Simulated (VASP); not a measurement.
# AlN (F-43m) in VASP: notebook, part 2 of 2

VASP 6.6.1. Earlier steps stand in the parts before.

### 3 Relaxation of cell and atoms, LDA, target pressure 25 GPa, at which the enthalpy is minimised

This run uses another cell than the first one, of 10.23 Å³/atom, 1.103 times its volume.

The input, INCAR:

```
PREC = Accurate
ENCUT = 600
EDIFF = 1E-7
ISMEAR = 0
SIGMA = 0.01
LREAL = F
LASPH = T
NELM = 100
ALGO = Normal
ISIF = 3
LWAVE = F
LCHARG = F
GGA = CA
IBRION = 2
NSW = 80
EDIFFG = -0.001
PSTRESS = 250.0
```

The input, KPOINTS:

```
Automatic mesh
0
Gamma
  10 10 10
```

The input, POSCAR:

```
AlN
1.0
    0.0000000000      2.1711406870      2.1711406870
    2.1711406870      0.0000000000      2.1711406870
    2.1711406870      2.1711406870      0.0000000000
Al N
1 1
Direct
    0.0000000000      0.0000000000      0.0000000000
    0.7500000000      0.7500000000      0.7500000000
```

Potentials or basis: VASP PAW LDA potentials, release 64 (Al, N).

Run with:

```console
> cat potpaw_LDA.64/Al/POTCAR potpaw_LDA.64/N/POTCAR > POTCAR
> mpirun -np 1 vasp_std > vasp.out
```

OUTCAR:

```text
PREC = Accurate
   ENCUT = 600
   EDIFF = 1E-7
   ISMEAR = 0
   LREAL = F
   LASPH = T
   NELM = 100
   ISIF = 3
   GGA = CA
   IBRION = 2
   NSW = 80
   EDIFFG = -0.001
   PSTRESS = 250.0

 ion  position               nearest neighbor table
   1  0.000  0.000  0.000-   2 1.88   2 1.88   2 1.88   2 1.88
   2  0.750  0.750  0.750-   1 1.88   1 1.88   1 1.88   1 1.88

  LATTYP: Found a face centered cubic cell.
 ALAT       =     4.3422813740

  Lattice vectors:

 A1 = (   0.0000000000,   2.1711406870,   2.1711406870)
 A2 = (   2.1711406870,   0.0000000000,   2.1711406870)
 A3 = (   2.1711406870,   2.1711406870,   0.0000000000)

Analysis of symmetry for initial positions (statically):
=====================================================================
 Subroutine PRICEL returns:
 Original cell was already a primitive cell.

 Routine SETGRP: Setting up the symmetry group for a
 face centered cubic supercell.

 Subroutine GETGRP returns: Found 24 space group operations
 (whereof 24 operations were pure point group operations)
 out of a pool of 48 trial point group operations.

The static configuration has the point symmetry T_d .

Analysis of symmetry for dynamics (positions and initial velocities):
=====================================================================
 Subroutine PRICEL returns:
 Original cell was already a primitive cell.

 Routine SETGRP: Setting up the symmetry group for a
 face centered cubic supercell.

 Subroutine GETGRP returns: Found 24 space group operations
 (whereof 24 operations were pure point group operations)
 out of a pool of 48 trial point group operations.

The dynamic configuration has the point symmetry T_d .

 Subroutine INISYM returns: Found 24 space group operations
 (whereof 24 operations are pure point group operations),
 and found     1 'primitive' translations

[... 118 lines left out ...]
   LORBIT       =      0    0 simple, 1 ext, 2 COOP (PROOUT), +10 PAW based schemes
   GGA     = CA    functional components
   LHFCALC =     F    Hartree Fock is set to
   AEXX    =    0.0000 exact exchange contribution
   IVDW    =     0    specifies the selected vdW correction
   LEPSILON=     F    determine dielectric tensor
   LRPA    =     F    only Hartree local field effects (RPA)
 conjugate gradient relaxation of ions
 non-spin polarized calculation
 Gauss-broadening in eV      SIGMA  =   0.01
  energy-cutoff  :      600.00
  volume of cell :       20.47
 maximum number of plane-waves:       701
 NGX is ok and might be reduce to    28
   NGX = 13   NGY = 13   NGZ = 13

--------------------------------------- Ionic step        1  -------------------------------------------

 number of electron       8.0000000 magnetization

 Free energy of the ion-electron system (eV)
  ---------------------------------------------------
  ext. energy  EPLUGINS =         0.00000000
  ---------------------------------------------------
  free energy    TOTEN  =       -16.37603108 eV

  energy without entropy =      -16.37603108  energy(sigma->0) =      -16.37603108

------------------------ aborting loop because EDIFF is reached ----------------------------------------

  FORCE on cell =-STRESS in cart. coord.  units (eV):
  Direction    XX          YY          ZZ          XY          YZ          ZX
  --------------------------------------------------------------------------------------
  -------------------------------------------------------------------------------------
  Total        0.0696801      0.0696801      0.0696801      0.0000000      0.0000000     -0.0000000
  in kB        5.4541292      5.4541292      5.4541292      0.0000000      0.0000000     -0.0000000
  external PRESSURE =    -244.5458708 kB  Pullay stress =     250.0000000 kB
[... 215 lines left out ...]
--------------------------------------- Ionic step        7  -------------------------------------------

 number of electron       8.0000001 magnetization

 Free energy of the ion-electron system (eV)
  ---------------------------------------------------
  ext. energy  EPLUGINS =         0.00000000
  ---------------------------------------------------
  free energy    TOTEN  =       -16.23829593 eV

  energy without entropy =      -16.23829593  energy(sigma->0) =      -16.23829593

 E-fermi :   6.8768     XC(G=0): -11.7680

 val. band max:        6.8276133005   @ k =   0.0000   0.0000   0.0000
 cond. band min:      10.0926415357   @ k =   0.5000   0.5000   0.0000
 fundamental gap:      3.2650282352
 Fermi energy:         6.8767788092

 k-point     1 :       0.0000    0.0000    0.0000
  band No.  band energies     occupation
      1      -8.6831      2.00000
      2       6.8276      2.00000
      3       6.8276      2.00000
      4       6.8276      2.00000
      5      12.1097      0.00000
      6      20.3105      0.00000
      7      20.3105      0.00000
      8      20.3105      0.00000
[... 243 lines left out ...]
 k-point    24 :       0.4000    0.3000    0.0000
  band No.  band energies     occupation
      1      -6.2910      2.00000
      2       2.4259      2.00000
      3       4.9859      2.00000
      4       5.3174      2.00000
      5      11.8894      0.00000
      6      16.9017      0.00000
      7      20.3810      0.00000
      8      22.4589      0.00000

 [... further k-points ...]
[... 5 lines left out ...]
  --------------------------------------------------------------------------------------
  -------------------------------------------------------------------------------------
  Total        2.9035686      2.9035686      2.9035686      0.0000000      0.0000000     -0.0000000
  in kB      250.0016433    250.0016433    250.0016433      0.0000000      0.0000000     -0.0000000
  external PRESSURE =       0.0016433 kB  Pullay stress =     250.0000000 kB
[... 21 lines left out ...]
  energy  without entropy=      -16.2382959295  energy(sigma->0) =      -16.23829593

  enthalpy is  TOTEN    =       -13.3347464277 eV   P V=        2.9035495017

 reached required accuracy - stopping structural energy minimisation
```

OSZICAR:

```text
N       E                     dE             d eps       ncg     rms          rms(c)
DAV:   1     0.111162063834E+02    0.11116E+02   -0.44419E+03   768   0.949E+02
DAV:   2    -0.184793875847E+02   -0.29596E+02   -0.28487E+02  1032   0.137E+02
DAV:   3    -0.189416353798E+02   -0.46225E+00   -0.46225E+00   880   0.221E+01
DAV:   4    -0.189428862690E+02   -0.12509E-02   -0.12509E-02  1104   0.121E+00
[... 53 lines left out ...]
DAV:   1    -0.162383723077E+02    0.52837E-02   -0.20599E-03   752   0.462E-01    0.598E-02
DAV:   2    -0.162382984032E+02    0.73904E-04   -0.40412E-04   776   0.141E-01    0.149E-02
DAV:   3    -0.162382967481E+02    0.16551E-05   -0.51911E-06   944   0.238E-02    0.514E-03
DAV:   4    -0.162382960180E+02    0.73012E-06   -0.27611E-07   776   0.435E-03    0.213E-03
DAV:   5    -0.162382959295E+02    0.88521E-07   -0.62796E-08   376   0.202E-03
   7 F= -.13334746E+02 E0= -.13334746E+02  d E =-.386299E-04
```

It took 49 s on 1 thread of Intel Xeon Platinum 8259CL at 2.50GHz (Skylake/Cascade Lake), shared host; peak memory 0.14 GiB.

What came out:

```yaml
Free_energy: -16.2383 eV
Relaxed_volume: 9.30 Å³/atom
Relaxed_cell: a = 2.974 Å, b = 2.974 Å, c = 2.974 Å, α = 60.00°, β = 60.00°, γ = 60.00°
Space_group_after_relaxing_to_0.05_Å: F-43m (No. 216)
Energy_change_on_relaxing_the_enthalpy_is_what_falls: +68.9 meV/atom
Ionic_steps: 7
Pressure_after_relaxing: 25.0 GPa
Band_gap_on_the_k_mesh: 3.27 eV, indirect (least direct gap 5.17 eV)
```

The path:
```csv
step,energy change (eV),largest force (eV/Å),pressure (GPa),volume (Å³)
1,0.0000,0.0000,0.55,20.47
2,0.8875,0.0000,79.52,16.18
3,0.1275,0.0000,23.91,18.68
4,0.1364,0.0000,24.86,18.62
5,0.1421,0.0000,25.45,18.58
6,0.1324,0.0000,24.43,18.64
7,0.1377,0.0000,25.00,18.61
```

Final structure:
```
CELL_PARAMETERS angstrom
0.00000 2.10325 2.10325
2.10325 0.00000 2.10325
2.10325 2.10325 0.00000
ATOMIC_POSITIONS crystal
Al 0.00000 0.00000 0.00000
N 0.75000 0.75000 0.75000
```

Caveat: the cell is relaxed towards a set pressure, so the enthalpy falls and the energy may rise. As with any semilocal functional, this LDA gap is likely too small.

### 4 Single point, LDA

The input, INCAR:

```
PREC = Accurate
ENCUT = 600
EDIFF = 1E-6
ISMEAR = 1
SIGMA = 0.05
LREAL = F
LASPH = T
NELM = 120
ALGO = Normal
ISIF = 2
LWAVE = F
LCHARG = F
NBANDS = 11
GGA_COMPAT = F
```

The input, KPOINTS:

```
regular mesh
0
Gamma
  10 10 10
```

The input, POSCAR:

```
AlN
1.0
    0.0000000000      2.1010503061      2.1010503061
    2.1010503061      0.0000000000      2.1010503061
    2.1010503061      2.1010503061      0.0000000000
Al N
1 1
Direct
    0.0000000000      0.0000000000      0.0000000000
    0.7500000000      0.7500000000      0.7500000000
```

Potentials or basis: VASP PAW LDA potentials, release 64 (Al, N).

Run with:

```console
> cat potpaw_LDA.64/Al/POTCAR potpaw_LDA.64/N/POTCAR > POTCAR
> mpirun -np 1 vasp_std > vasp.out
```

OUTCAR:

```text
PREC = Accurate
   ENCUT = 600
   EDIFF = 1E-6
   ISMEAR = 1
   LREAL = F
   LASPH = T
   NELM = 120
   ISIF = 2

 ion  position               nearest neighbor table
   1  0.000  0.000  0.000-   2 1.82   2 1.82   2 1.82   2 1.82
   2  0.750  0.750  0.750-   1 1.82   1 1.82   1 1.82   1 1.82

  LATTYP: Found a face centered cubic cell.
 ALAT       =     4.2021006122

  Lattice vectors:

 A1 = (   0.0000000000,   2.1010503061,   2.1010503061)
 A2 = (   2.1010503061,   0.0000000000,   2.1010503061)
 A3 = (   2.1010503061,   2.1010503061,   0.0000000000)

Analysis of symmetry for initial positions (statically):
=====================================================================
 Subroutine PRICEL returns:
 Original cell was already a primitive cell.

 Routine SETGRP: Setting up the symmetry group for a
 face centered cubic supercell.

 Subroutine GETGRP returns: Found 24 space group operations
 (whereof 24 operations were pure point group operations)
 out of a pool of 48 trial point group operations.

The static configuration has the point symmetry T_d .

Analysis of symmetry for dynamics (positions and initial velocities):
=====================================================================
 Subroutine PRICEL returns:
 Original cell was already a primitive cell.

 Routine SETGRP: Setting up the symmetry group for a
 face centered cubic supercell.

 Subroutine GETGRP returns: Found 24 space group operations
 (whereof 24 operations were pure point group operations)
 out of a pool of 48 trial point group operations.

The dynamic configuration has the point symmetry T_d .

 Subroutine INISYM returns: Found 24 space group operations
 (whereof 24 operations are pure point group operations),
 and found     1 'primitive' translations

----------------------------------------------------------------------------------------

                                     Primitive cell

[... 112 lines left out ...]
  Fermi-wavevector in a.u.,A,eV,Ry     =   1.236873  2.337351 20.814932  1.529854
  Thomas-Fermi vector in A             =   2.371463
   LORBIT       =      0    0 simple, 1 ext, 2 COOP (PROOUT), +10 PAW based schemes
   GGA     = CA    functional components
   LHFCALC =     F    Hartree Fock is set to
   AEXX    =    0.0000 exact exchange contribution
   IVDW    =     0    specifies the selected vdW correction
   LEPSILON=     F    determine dielectric tensor
   LRPA    =     F    only Hartree local field effects (RPA)
 non-spin polarized calculation
 Methfessel and Paxton  Order N= 1 SIGMA  =   0.05
  energy-cutoff  :      600.00
  volume of cell :       18.55
 maximum number of plane-waves:       636
   NGX = 11   NGY = 11   NGZ = 11

 number of electron       8.0000000 magnetization

 Free energy of the ion-electron system (eV)
  ---------------------------------------------------
  ext. energy  EPLUGINS =         0.00000000
  ---------------------------------------------------
  free energy    TOTEN  =       -16.22637258 eV

  energy without entropy =      -16.22645528  energy(sigma->0) =      -16.22640015

 E-fermi :   6.8924     XC(G=0): -11.7822

 val. band max:        6.8606767882   @ k =   0.0000   0.0000   0.0000
 cond. band min:      10.1260886472   @ k =   0.5000   0.5000   0.0000
 fundamental gap:      3.2654118591
 Fermi energy:         6.8923651044

 k-point     1 :       0.0000    0.0000    0.0000
  band No.  band energies     occupation
      1      -8.6703      2.00000
      2       6.8607      1.86919
      3       6.8607      1.86918
      4       6.8607      1.86918
      5      12.1725      0.00000
      6      20.3762      0.00000
      7      20.3762      0.00000
      8      20.3762      0.00000
      9      25.3240      0.00000
     10      25.3240      0.00000
     11      26.9536      0.00000
[... 309 lines left out ...]
 k-point    24 :       0.4000    0.3000    0.0000
  band No.  band energies     occupation
      1      -6.2688      2.00000
      2       2.4519      2.00000
      3       5.0155      2.00000
      4       5.3479      2.00000
      5      11.9284      0.00000
      6      16.9545      0.00000
      7      20.4571      0.00000
      8      22.5276      0.00000
      9      23.1319      0.00000
     10      29.3111      0.00000
     11      32.2377      0.00000

 [... further k-points ...]
[... 5 lines left out ...]
  --------------------------------------------------------------------------------------
  -------------------------------------------------------------------------------------
  Total        3.0122957      3.0122957      3.0122957      0.0000000      0.0000000      0.0000000
  in kB      260.1769592    260.1769592    260.1769592      0.0000000      0.0000000      0.0000000
  external PRESSURE =     260.1769592 kB  Pullay stress =       0.0000000 kB

 VOLUME and BASIS-vectors are now :
 -----------------------------------------------------------------------------
  energy-cutoff  :      600.00
  volume of cell :       18.55
      direct lattice vectors                 reciprocal lattice vectors
     0.000000000  2.101050306  2.101050306    -0.237976215  0.237976215  0.237976215
     2.101050306  0.000000000  2.101050306     0.237976215 -0.237976215  0.237976215
     2.101050306  2.101050306  0.000000000     0.237976215  0.237976215 -0.237976215

 POSITION                                       TOTAL-FORCE (eV/Angst)
 -----------------------------------------------------------------------------------
      0.00000      0.00000      0.00000        -0.000000     -0.000000     -0.000000
      3.15158      3.15158      3.15158         0.000000      0.000000      0.000000
 -----------------------------------------------------------------------------------
    total drift:                                0.000000      0.000000      0.000000

  FREE ENERGIE OF THE ION-ELECTRON SYSTEM (eV)
  ---------------------------------------------------
  free  energy   TOTEN  =       -16.2263725789 eV

  energy  without entropy=      -16.2264552777  energy(sigma->0) =      -16.22640015
```

It used 5.3 s of CPU time on 1 thread of Intel Xeon 6975P-C, on a shared host.

Results:

```
Free energy            : -16.2264 eV
Pressure               : 26.0 GPa
Band gap on the k mesh : 3.27 eV, indirect (least direct gap 5.18 eV)
```

### 5 Single point, LDA

This run uses another cell than the first one, of 10.19 Å³/atom, 1.098 times its volume.

The input, INCAR:

```
SYSTEM = AlN
PREC = Accurate
ENCUT = 600
EDIFF = 1E-6
ISMEAR = 0
SIGMA = 0.01
LREAL = .FALSE.
LASPH = .TRUE.
NELM = 120
ALGO = Normal
ISIF = 2
LWAVE = .FALSE.
LCHARG = .FALSE.
GGA = CA
NBANDS = 11
GGA_COMPAT = .FALSE.
```

The input, KPOINTS:

```
regular mesh
0
G
  10 10 10
  0 0 0
```

The input, POSCAR:

```
AlN
1.0
    0.0000000000      2.1677231963      2.1677231963
    2.1677231963      0.0000000000      2.1677231963
    2.1677231963      2.1677231963      0.0000000000
Al N
1 1
Direct
    0.0000000000      0.0000000000      0.0000000000
    0.7500000000      0.7500000000      0.7500000000
```

Run with:

```console
> cat potpaw_LDA.64/Al/POTCAR potpaw_LDA.64/N/POTCAR > POTCAR
> mpirun -np 1 vasp_std > vasp.out
```

Run time: 8 s. Hardware: 1 thread of AMD EPYC 9R45 (Zen 5), shared host; peak memory 0.09 GiB.

The run converged. Its results:

| Property | Result |
| --- | --- |
| Free energy | -16.3753 eV |
| Pressure | 1.6 GPa |
| Band gap on the k mesh | 3.23 eV, indirect (least direct gap 4.44 eV) |

Levels at points of the mesh, in eV from the valence-band top:
| k point | band 2 | band 3 | band 4 | band 5 | band 6 | band 7 |
| --- | --- | --- | --- | --- | --- | --- |
| (0.00, 0.00, 0.00) | 0.00 | 0.00 | 0.00 | 4.44 | 12.55 | 12.55 |
| (0.50, 0.00, 0.00) | -6.01 | -0.49 | -0.49 | 7.47 | 9.92 | 11.10 |
| (0.50, 0.50, 0.00) | -5.02 | -1.82 | -1.82 | 3.23 | 8.54 | 14.06 |

A k mesh can miss the band edges. A hybrid or GW would open this gap; LDA tends to underestimate it.

### 6 Summary

| task | cell | cutoff (eV) | smearing | gap on the mesh (eV) | pressure (GPa) |
| --- | --- | --- | --- | --- | --- |
| single point | a = 2.971 Å, angles 60.0°, 2 atoms | 520 | gaussian 0.01 eV | 3.27 | 26.1 |
| relaxation of cell and atoms | relaxed to 25 GPa from a = 3.070 Å, angles 60.0°, 2 atoms | 600 | gaussian 0.01 eV | 3.27 | 25.0 |
| single point | a = 2.971 Å, angles 60.0°, 2 atoms | 600 | methfessel-paxton 0.05 eV | 3.27 | 26.0 |
| single point | a = 3.066 Å, angles 60.0°, 2 atoms | 600 | gaussian 0.01 eV | 3.23 | 1.6 |

Alike in all rows: level LDA; potentials or basis VASP PAW LDA potentials, release 64 (Al, N); no spin polarisation; k mesh 10 × 10 × 10.

Caveats: the cell is relaxed towards a set pressure, so the enthalpy falls and the energy may rise (some runs).

Absolute energies hang on the potentials; compare differences alone.
